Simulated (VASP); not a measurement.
# CuAu3 (Pm-3m) in VASP: electric field gradients with LDA

Aim: the electric field gradients of CuAu3 with LDA.

Program: VASP 6.6.1. These are calculated values, not measurements. Logs are shortened: lines on timing, memory, paths and dates and some standing lists are left out, and cuts for length are marked.

### 1 The cell of the first run

Symmetry: Pm-3m, No. 221, cubic system. The conventional cell has a = 3.938 Å, b = 3.938 Å, c = 3.938 Å, α = 90.00°, β = 90.00°, γ = 90.00°. Cu (site symmetry m-3m) has 12 Au at 2.78 Å within 3.7 Å. Within 3.7 Å of Au (site symmetry 4/mmm) lie 4 Cu at 2.78 Å and 8 Au at 2.78 Å.

### 2 Electric field gradients, LDA

INCAR reads:

```
SYSTEM = CuAu3
  PREC = Accurate
  ENCUT = 610
  EDIFF = 1E-8
  ISMEAR = -1
  SIGMA = 0.15
  LREAL = .False.
  LASPH = .True.
  NELM = 120
  ALGO = Normal
  ISIF = 2
  LWAVE = .False.
  LCHARG = .False.
  GGA = CA
  LEFG = .True.
  NBANDS = 46
  GGA_COMPAT = .False.
```

KPOINTS reads:

```
Automatic mesh
0
Gamma
  10 10 10
  0 0 0
```

POSCAR reads:

```
CuAu3
1.0
    3.9379714458      0.0000000000      0.0000000000
    0.0000000000      3.9379714458      0.0000000000
    0.0000000000      0.0000000000      3.9379714458
Cu Au
1 3
Direct
    0.0000000000      0.0000000000      0.0000000000
    0.0000000000      0.5000000000      0.5000000000
    0.5000000000      0.0000000000      0.5000000000
    0.5000000000      0.5000000000      0.0000000000
```

Potentials or basis: VASP PAW LDA potentials, release 64 (Cu_sv_GW, Au_sv_GW).

Started as:

```sh
> cat potpaw_LDA.64/Cu_sv_GW/POTCAR potpaw_LDA.64/Au_sv_GW/POTCAR > POTCAR
> mpirun -np 1 vasp_std > vasp.out
```

OUTCAR:

```text
SYSTEM = CuAu3
   PREC = Accurate
   ENCUT = 610
   EDIFF = 1E-8
   ISMEAR = -1
   LREAL = .False.
   LASPH = .True.
   NELM = 120
   ISIF = 2
   GGA = CA

 ion  position               nearest neighbor table
   1  0.000  0.000  0.000-   2 2.78   3 2.78   4 2.78   2 2.78   3 2.78   2 2.78   4 2.78   2 2.78
                             3 2.78   4 2.78   3 2.78   4 2.78
   2  0.000  0.500  0.500-   1 2.78   3 2.78   4 2.78   1 2.78   4 2.78   1 2.78   3 2.78   1 2.78
                             3 2.78   4 2.78   4 2.78   3 2.78
   3  0.500  0.000  0.500-   1 2.78   2 2.78   4 2.78   1 2.78   4 2.78   2 2.78   4 2.78   4 2.78
                             1 2.78   2 2.78   1 2.78   2 2.78
   4  0.500  0.500  0.000-   1 2.78   2 2.78   3 2.78   2 2.78   3 2.78   1 2.78   3 2.78   3 2.78
                             1 2.78   2 2.78   2 2.78   1 2.78

  LATTYP: Found a simple cubic cell.
 ALAT       =     3.9379714458

  Lattice vectors:

 A1 = (   3.9379714458,   0.0000000000,   0.0000000000)
 A2 = (   0.0000000000,   3.9379714458,   0.0000000000)
 A3 = (   0.0000000000,   0.0000000000,   3.9379714458)

Analysis of symmetry for initial positions (statically):
=====================================================================
 Subroutine PRICEL returns:
 Original cell was already a primitive cell.

 Routine SETGRP: Setting up the symmetry group for a
 simple cubic supercell.

 Subroutine GETGRP returns: Found 48 space group operations
 (whereof 48 operations were pure point group operations)
 out of a pool of 48 trial point group operations.

The static configuration has the point symmetry O_h .

Analysis of symmetry for dynamics (positions and initial velocities):
=====================================================================
 Subroutine PRICEL returns:
 Original cell was already a primitive cell.

 Routine SETGRP: Setting up the symmetry group for a
 simple cubic supercell.

 Subroutine GETGRP returns: Found 48 space group operations
 (whereof 48 operations were pure point group operations)
 out of a pool of 48 trial point group operations.

The dynamic configuration has the point symmetry O_h .

 Subroutine INISYM returns: Found 48 space group operations
 (whereof 48 operations are pure point group operations),
 and found     1 'primitive' translations

----------------------------------------------------------------------------------------

                                     Primitive cell

  volume of cell :      61.0686

  direct lattice vectors                    reciprocal lattice vectors
     3.937971446  0.000000000  0.000000000     0.253937849  0.000000000  0.000000000
     0.000000000  3.937971446  0.000000000     0.000000000  0.253937849  0.000000000
     0.000000000  0.000000000  3.937971446     0.000000000  0.000000000  0.253937849

  length of vectors
     3.937971446  3.937971446  3.937971446     0.253937849  0.253937849  0.253937849

  position of ions in fractional coordinates (direct lattice)
     0.000000000  0.000000000  0.000000000
     0.000000000  0.500000000  0.500000000
     0.500000000  0.000000000  0.500000000
     0.500000000  0.500000000  0.000000000

  ion indices of the primitive-cell ions
   primitive index   ion index
                 1           1
                 2           2
                 3           3
                 4           4

----------------------------------------------------------------------------------------

 KPOINTS: Automatic mesh

Automatic generation of k-mesh.
 Grid dimensions read from file:
 generate k-points for:   10   10   10

 Generating k-lattice:

  Cartesian coordinates                     Fractional coordinates (reciprocal lattice)
     0.025393785  0.000000000  0.000000000     0.100000000  0.000000000  0.000000000
     0.000000000  0.025393785  0.000000000     0.000000000  0.100000000  0.000000000
     0.000000000  0.000000000  0.025393785     0.000000000  0.000000000  0.100000000

  Length of vectors
     0.025393785  0.025393785  0.025393785

  Shift w.r.t. Gamma in fractional coordinates (k-lattice)
     0.000000000  0.000000000  0.000000000

 Subroutine IBZKPT returns following result:
 ===========================================

 Found     56 irreducible k-points:

 Following reciprocal coordinates:
            Coordinates               Weight
  0.000000  0.000000  0.000000      1.000000
  0.100000  0.000000  0.000000      6.000000
  0.200000  0.000000  0.000000      6.000000
  0.300000  0.000000  0.000000      6.000000
  0.400000  0.000000  0.000000      6.000000
  0.500000  0.000000  0.000000      3.000000
[... 16 lines left out ...]
  0.200000  0.100000  0.100000     24.000000
  0.300000  0.100000  0.100000     24.000000
 [... further k-points ...]
   k-points           NKPTS =     56   k-points in BZ     NKDIM =     56   number of bands    NBANDS=     46
   number of dos      NEDOS =    301   number of ions     NIONS =      4
   total plane-waves  NPLWV =  32768
   dimension x,y,z NGX =    32 NGY =   32 NGZ =   32
   dimension x,y,z NGXF=    64 NGYF=   64 NGZF=   64
   ions per type =               1   3
   NGX,Y,Z   is equivalent  to a cutoff of  13.51, 13.51, 13.51 a.u.
   NGXF,Y,Z  is equivalent  to a cutoff of  27.02, 27.02, 27.02 a.u.
 SYSTEM =  CuAu3
   PREC   = accura    normal or accurate (medium, high low for compatibility)
   ISTART =      0    job   : 0-new  1-cont  2-samecut
   ICHARG =      2    charge: 1-file 2-atom 10-const
   ISPIN  =      1    spin polarized calculation?
   LNONCOLLINEAR =      F non collinear calculations
   LSORBIT =      F    spin-orbit coupling
   LASPH  =      T    aspherical Exc in radial PAW
   ENCUT  =  610.0 eV  44.83 Ry    6.70 a.u.   7.93  7.93  7.93*2*pi/ulx,y,z
   NELM   =    120;   NELMIN=  2; NELMDL= -5     # of ELM steps
   EDIFF  = 0.1E-07   stopping-criterion for ELM
   LREAL  =      F    real-space projection
   EDIFFG = 0.1E-06   stopping-criterion for IOM
   NSW    =      0    number of steps for IOM
   IBRION =     -1    ionic relax: 0-MD 1-quasi-New 2-CG
   NFREE  =      0    steps in history (QN), initial steepest desc. (CG)
   ISIF   =      2    stress and relaxation
   ISYM   =      2    0-nonsym 1-usesym 2-fastsym
   POTIM  = 0.5000    time-step for ionic-motion
   TEBEG  =    0.0;   TEEND  =   0.0 temperature during run
   PSTRESS=    0.0 pullay stress
   NELECT =      76.0000    total number of electrons
   NUPDOWN=      -1.0000    fix difference up-down
   EMIN   =  10.00;   EMAX   =-10.00  energy-range for DOS
   EFERMI =   0.00;   METHOD = LEGACY
   ISMEAR =    -1;   SIGMA  =   0.15  broadening in eV -4-tet -1-fermi 0-gaus
   EFERMI_NEDOS =   21; number of points for ismear=-14 and -15
   IALGO  =     38    algorithm
   IMIX   =      4    mixing-type and parameters
     AMIX     =   0.40;   BMIX     =  1.00
     AMIX_MAG =   1.60;   BMIX_MAG =  1.00
  volume/ion in A,a.u.               =      15.27       103.03
  Fermi-wavevector in a.u.,A,eV,Ry     =   1.760922  3.327660 42.189578  3.100846
  Thomas-Fermi vector in A             =   2.829593
   LORBIT       =      0    0 simple, 1 ext, 2 COOP (PROOUT), +10 PAW based schemes
   GGA     = CA    functional components
   LHFCALC =     F    Hartree Fock is set to
   AEXX    =    0.0000 exact exchange contribution
   IVDW    =     0    specifies the selected vdW correction
   LEPSILON=     F    determine dielectric tensor
   LRPA    =     F    only Hartree local field effects (RPA)
 non-spin polarized calculation
  energy-cutoff  :      610.00
  volume of cell :       61.07
 maximum number of plane-waves:      2176
 NGX is ok and might be reduce to    32
   NGX = 15   NGY = 15   NGZ = 15

 number of electron      76.0000063 magnetization

 Free energy of the ion-electron system (eV)
  ---------------------------------------------------
  ext. energy  EPLUGINS =         0.00000000
  ---------------------------------------------------
  free energy    TOTEN  =       -16.31485960 eV

  energy without entropy =      -16.23465035  energy(sigma->0) =      -16.27475497

 E-fermi :   8.8789     XC(G=0): -13.8769

 val. band max:        8.8577529356   @ k =   0.4000   0.4000   0.4000
 cond. band min:       8.8819325889   @ k =   0.4000   0.4000   0.3000
 fundamental gap:      0.0241796534
 Fermi energy:         8.8788952895

 k-point     1 :       0.0000    0.0000    0.0000
  band No.  band energies     occupation
      1    -102.1885      2.00000
      2     -96.6876      2.00000
      3     -96.6662      2.00000
      4     -96.6662      2.00000
      5     -60.1887      2.00000
      6     -60.1887      2.00000
[... 38 lines left out ...]
     45      18.6622      0.00000
     46      18.6623      0.00000

 k-point     2 :       0.1000    0.0000    0.0000
  band No.  band energies     occupation
      1    -102.1883      2.00000
      2     -96.6871      2.00000
      3     -96.6666      2.00000
      4     -96.6662      2.00000
      5     -60.1886      2.00000
      6     -60.1886      2.00000
[... 38 lines left out ...]
     45      18.6901      0.00000
     46      18.7280      0.00000

 k-point     3 :       0.2000    0.0000    0.0000
  band No.  band energies     occupation
      1    -102.1883      2.00000
      2     -96.6858      2.00000
      3     -96.6680      2.00000
      4     -96.6662      2.00000
      5     -60.1887      2.00000
      6     -60.1886      2.00000
[... 38 lines left out ...]
     45      18.4004      0.00000
     46      18.9310      0.00000

 k-point     4 :       0.3000    0.0000    0.0000
  band No.  band energies     occupation
      1    -102.1883      2.00000
      2     -96.6838      2.00000
      3     -96.6700      2.00000
      4     -96.6662      2.00000
      5     -60.1888      2.00000
      6     -60.1885      2.00000
[... 920 lines left out ...]
     45      18.7359      0.00000
     46      18.7362      0.00000

 k-point    23 :       0.2000    0.1000    0.1000
  band No.  band energies     occupation
      1    -102.1883      2.00000
      2     -96.6849      2.00000
      3     -96.6681      2.00000
      4     -96.6669      2.00000
      5     -60.1888      2.00000
      6     -60.1886      2.00000
[... 38 lines left out ...]
     45      18.1238      0.00000
     46      19.6160      0.00000

 k-point    24 :       0.3000    0.1000    0.1000
  band No.  band energies     occupation
      1    -102.1882      2.00000
      2     -96.6830      2.00000
      3     -96.6700      2.00000
      4     -96.6668      2.00000
      5     -60.1886      2.00000
      6     -60.1885      2.00000
[... 38 lines left out ...]
     45      19.2311      0.00000
     46      19.8263      0.00000

 [... further k-points ...]

------------------------ aborting loop because EDIFF is reached ----------------------------------------

  FORCE on cell =-STRESS in cart. coord.  units (eV):
  Direction    XX          YY          ZZ          XY          YZ          ZX
  --------------------------------------------------------------------------------------
  -------------------------------------------------------------------------------------
  Total       -0.0074992     -0.0074992     -0.0074992     -0.0000000     -0.0000000      0.0000000
  in kB       -0.1967478     -0.1967478     -0.1967478     -0.0000000     -0.0000000      0.0000000
  external PRESSURE =      -0.1967478 kB  Pullay stress =       0.0000000 kB

 VOLUME and BASIS-vectors are now :
 -----------------------------------------------------------------------------
  energy-cutoff  :      610.00
  volume of cell :       61.07
      direct lattice vectors                 reciprocal lattice vectors
     3.937971446  0.000000000  0.000000000     0.253937849  0.000000000  0.000000000
     0.000000000  3.937971446  0.000000000     0.000000000  0.253937849  0.000000000
     0.000000000  0.000000000  3.937971446     0.000000000  0.000000000  0.253937849

 POSITION                                       TOTAL-FORCE (eV/Angst)
 -----------------------------------------------------------------------------------
      0.00000      0.00000      0.00000         0.000000      0.000000      0.000000
      0.00000      1.96899      1.96899         0.000000      0.000000      0.000000
      1.96899      0.00000      1.96899         0.000000      0.000000      0.000000
      1.96899      1.96899      0.00000         0.000000      0.000000      0.000000
 -----------------------------------------------------------------------------------
    total drift:                                0.000000     -0.000000     -0.000000

  FREE ENERGIE OF THE ION-ELECTRON SYSTEM (eV)
  ---------------------------------------------------
  free  energy   TOTEN  =       -16.3148595988 eV

  energy  without entropy=      -16.2346503483  energy(sigma->0) =      -16.27475497

 Electric field gradients (V/A^2)
---------------------------------------------------------------------
 ion       V_xx      V_yy      V_zz      V_xy      V_xz      V_yz
---------------------------------------------------------------------
   1      -0.000    -0.000    -0.000    -0.000     0.000    -0.000
   2     -63.537    31.768    31.768    -0.000    -0.000    -0.000
   3      31.768   -63.537    31.768     0.000     0.000    -0.000
   4      31.768    31.768   -63.537     0.000     0.000     0.000
---------------------------------------------------------------------

 Electric field gradients after diagonalization (V/A^2)
 (convention: |V_zz| > |V_xx| > |V_yy|)
----------------------------------------------------------------------
 ion       V_xx      V_yy      V_zz     asymmetry (V_yy - V_xx)/ V_zz
----------------------------------------------------------------------
   1      -0.000    -0.000    -0.000      -0.060
   2      31.768    31.768   -63.537       0.000
   3      31.768    31.768   -63.537       0.000
   4      31.768    31.768   -63.537       0.000
----------------------------------------------------------------------

           NMR quadrupolar parameters

 Cq : quadrupolar parameter    Cq=e*Q*V_zz/h
 eta: asymmetry parameters     (V_yy - V_xx)/ V_zz
 Q  : nuclear electric quadrupole moment in mb (millibarn)
----------------------------------------------------------------------
 ion       Cq(MHz)       eta       Q (mb)
----------------------------------------------------------------------
   1      -0.000      -0.060       1.000
   2      -0.154       0.000       1.000
   3      -0.154       0.000       1.000
   4      -0.154       0.000       1.000
----------------------------------------------------------------------
```

It took 6.2 min on 1 thread of AMD EPYC 7R43 (Zen 3), shared host; peak memory 0.27 GiB.

What came out:

```
Free energy                             : -16.3149 eV
Pressure                                : 0.0 GPa
Band gap on the k mesh                  : zero (bands 38 and 39 overlap by 2.22 eV)
Largest electric field gradient by atom : Cu -0.0; Au -63.5 V/Å²
```

Electric field gradients, principal values (V/Å²):
```
atom   least  middle  greatest (by size)
1 Cu   0.000   0.000               0.000
2 Au  31.768  31.768             -63.537
3 Au  31.768  31.768             -63.537
4 Au  31.768  31.768             -63.537
```

Caveat: without QUAD_EFG the Cq values of the log hold for a quadrupole moment of 1 mb, not for the nuclei; spin-orbit coupling is left out, which moves the levels of the heavy elements.
